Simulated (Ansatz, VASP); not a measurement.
Hg: VASP beside Ansatz

The input INCAR:

```
  ALGO = Normal
  EDIFF = 1E-6
  ENCUT = 520
  GGA = PE
  ISIF = 2
  ISMEAR = 0
  LASPH = T
  LCHARG = F
  LREAL = F
  LWAVE = F
  NBANDS = 12
  NELM = 80
  PREC = Accurate
  SIGMA = 0.02
```

The input KPOINTS:

```
k-points
0
Gamma
  10 10 4
```

POSCAR

```
Hg
1.0
    3.5251878277      0.0716622626      0.0025037807
    1.8232571055      3.1285112671     -0.1164952260
    0.0552976995      1.6288094748      8.9646652666
Hg
1
Direct
    0.5000000000      0.0000000000      0.0000000000
```

Input for Ansatz:

```yaml
crystal:
  lattice:
    - [3.5251878277, 0.0716622626, 0.0025037807]
    - [1.8232571055, 3.1285112671, -0.116495226]
    - [0.0552976995, 1.6288094748, 8.9646652666]
  atoms:
    - { symbol: Hg, position: [0.5, 0.0, 0.0] }
basis:
  ecutwfc: 420
kpoints:
  mp_grid: { grid: [10, 10, 4] }
hamiltonian:
  xc: pbe
scf:
  occupations: { method: gaussian, width: 0.02 }
output:
  forces: true
  stress: true
  eigenvalues: true
```

Alike in both runs: task single point; functional PBE; k mesh 10 × 10 × 4; occupations gaussian, width 0.02 eV; no spin polarisation.

```csv
,VASP,Ansatz
version,VASP 6.6.1,Ansatz 0.2.0
potentials or method,"VASP PAW PBE potentials, release 64 (Hg), cutoff 520 eV","scalar-relativistic, plane waves, PAW"
valence electrons in the cell,12,20
```

```tsv
	VASP	Ansatz	Ansatz less VASP
gap on the k mesh at the Fermi level (eV)	1.86	1.85	-0.011
least direct gap on the mesh (eV)	2.17	2.16	-0.013
pressure (GPa)	0.0	0.0	+0.01
```

VASP's potentials hold 12 valence electrons a cell and Ansatz's 20, so a difference there can come from the potentials and not from the codes.

Neither program's run includes spin-orbit coupling.
